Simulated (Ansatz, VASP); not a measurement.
**One calculation of Lu3Au, two programs**

The input INCAR:

```
SYSTEM = Lu3Au
  PREC = Accurate
  ENCUT = 520
  EDIFF = 1E-7
  ISMEAR = 0
  SIGMA = 0.1
  LREAL = .FALSE.
  LASPH = .TRUE.
  NELM = 100
  ALGO = Normal
  ISIF = 2
  LWAVE = .FALSE.
  LCHARG = .FALSE.
  GGA = PE
  NBANDS = 51
```

The input KPOINTS:

```
regular mesh
0
G
  4 4 4
  0 0 0
```

Contents of POSCAR:

```
Lu3Au
1.0
    0.0000000000      3.7045423200      3.7045423200
    3.7045423200      0.0000000000      3.7045423200
    3.7045423200      3.7045423200      0.0000000000
Lu Au
3 1
Direct
    0.2500000000      0.2500000000      0.2500000000
    0.7500000000      0.7500000000      0.7500000000
    0.5000000000      0.5000000000      0.5000000000
    0.0000000000      0.0000000000      0.0000000000
```

Input for Ansatz:

```yaml
crystal:
  lattice:
    - [0.0, 3.70454232, 3.70454232]
    - [3.70454232, 0.0, 3.70454232]
    - [3.70454232, 3.70454232, 0.0]
  atoms:
    - { symbol: Lu, position: [0.25, 0.25, 0.25] }
    - { symbol: Lu, position: [0.75, 0.75, 0.75] }
    - { symbol: Lu, position: [0.5, 0.5, 0.5] }
    - { symbol: Au, position: [0.0, 0.0, 0.0] }
basis:
  ecutwfc: 420
kpoints:
  mp_grid: { grid: [4, 4, 4] }
hamiltonian:
  xc: pbe
scf:
  occupations: { method: gaussian, width: 0.1 }
  lower_state_search: "off"
output:
  forces: true
  stress: true
  eigenvalues: true
```

Change from the starting cell: species swapped into the Li3Rh type (Fm-3m, No. 225).

Alike in both runs: task single point; functional PBE; k mesh 4 × 4 × 4; occupations gaussian, width 0.1 eV; no spin polarisation.

```csv
,VASP,Ansatz
version,VASP 6.6.1,Ansatz 0.2.0
potentials or method,"VASP PAW PBE potentials, release 64 (Lu, Au), cutoff 520 eV","scalar-relativistic, plane waves, PAW"
valence electrons in the cell,86,94
```

Ansatz gave:

```
gap on the k mesh at the Fermi level (eV) : none
pressure (GPa)                            : -1.6
```

Question: What did VASP give for the same quantities?

Answer: gap on the k mesh at the Fermi level (eV): none; pressure (GPa): -1.4.

A gap of «none» marks a metal or a gap that the smearing closes. The functional is the same, so the differences come from potentials, cutoffs and numerics. VASP's potentials hold 86 valence electrons a cell and Ansatz's 94, so a difference there can come from the potentials and not from the codes.

The k mesh is coarse, so the values compare programs but aren't converged. Neither program's run includes spin-orbit coupling.
